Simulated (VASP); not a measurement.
Here is a VASP 6.6.1 calculation.

The input INCAR:

```
SYSTEM = Pd3Cl
ALGO     = Normal         ! electronic algorithm
DIPOL    = 0.5 0.5 0.358
EDIFF    = 1E-6           ! SCF threshold, eV
ENCUT    = 520            ! plane-wave cutoff, eV
GGA      = PE             ! functional
IDIPOL   = 3            
ISIF     = 2              ! what is computed and relaxed
ISMEAR   = 0              ! smearing method
LASPH    = .TRUE.         ! aspherical terms in the spheres
LCHARG   = .FALSE.        ! write CHGCAR
LDIPOL   = .TRUE.       
LREAL    = .FALSE.        ! projectors in reciprocal space
LWAVE    = .FALSE.        ! write WAVECAR
NBANDS   = 26             ! bands
NELM     = 80             ! most SCF steps
PREC     = Accurate       ! precision mode
SIGMA    = 0.1            ! smearing width, eV
```

KPOINTS

```
k-points
0
G
  10 10 1
  0 0 0
```

Contents of POSCAR:

```
Pd3Cl
1.0
    2.7875943942      0.0000000000      0.0000000000
    0.0000000000      2.7875943942      0.0000000000
    0.0000000000      0.0000000000     19.3873314569
Pd Cl
3 1
Direct
    0.5000000000      0.5000000000      0.2063202978
    0.0000000000      0.0000000000      0.3065748042
    0.5000000000      0.5000000000      0.4068291438
    0.8333333333      0.8333333333      0.5113604507
```

Potentials or basis: VASP PAW PBE potentials, release 64 (Pd, Cl).

Launch:

```bash
$ cat potpaw_PBE.64/Pd/POTCAR potpaw_PBE.64/Cl/POTCAR > POTCAR
$ mpirun -np 1 vasp_std > vasp.out
```

(1) Estimate the largest force.

(2) Predict the band gap on the k mesh.

Answers

(1) 0.236 eV/Å.

(2) zero (an odd number of electrons rules out a gap without spin polarisation).
